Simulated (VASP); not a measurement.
Runs of VASP 6.6.1 on Pt. The structure is that of space group Fm-3m (No. 225), or close to it. The cells are those of the table. 

| task | level | potentials or basis | cell | gap on the mesh (eV) | pressure (GPa) | relaxed volume (Å³/atom) |
| --- | --- | --- | --- | --- | --- | --- |
| single point | LDA | VASP PAW LDA potentials, release 64 (Pt) | a = 2.752 Å, angles 60.0°, 1 atom | none | 0.8 | - |
| single point | PBEsol | VASP PAW PBE potentials, release 64 (Pt) | a = 2.769 Å, angles 60.0°, 1 atom | none | (b) | - |
| relaxation of cell and atoms | LDA | VASP PAW LDA potentials, release 64 (Pt) | relaxed from a = 2.773 Å, angles 60.0°, 1 atom | none | 0.0 | 14.78 |
| single point | RPBE | VASP PAW PBE potentials, release 64 (Pt) | a = 2.822 Å, angles 60.0°, 1 atom | none | -0.5 | - |
| relaxation of cell and atoms | RPBE | VASP PAW PBE potentials, release 64 (Pt) | relaxed from a = 2.773 Å, angles 60.0°, 1 atom | none | -0.1 | 15.86 |
| relaxation of cell and atoms | PBEsol | VASP PAW PBE potentials, release 64 (Pt) | relaxed from a = 2.773 Å, angles 60.0°, 1 atom | none | 0.0 | (a) |

Alike in all rows: no spin polarisation; k mesh 9 × 9 × 9; cutoff (eV) 500; smearing fermi-dirac 0.05 eV.

Task: Estimate the missing entries.

Result: (a) 15.00; (b) -0.4.

Caveats: spin-orbit coupling is left out, which moves the levels of the heavy elements; the PAW data sets were made with another functional, which shifts forces and pressure a little (some runs).

A k mesh can miss the band edges, and the runs leave out spin-orbit coupling on Pt.

A gap of «none» marks levels without a gap at the run's occupations.
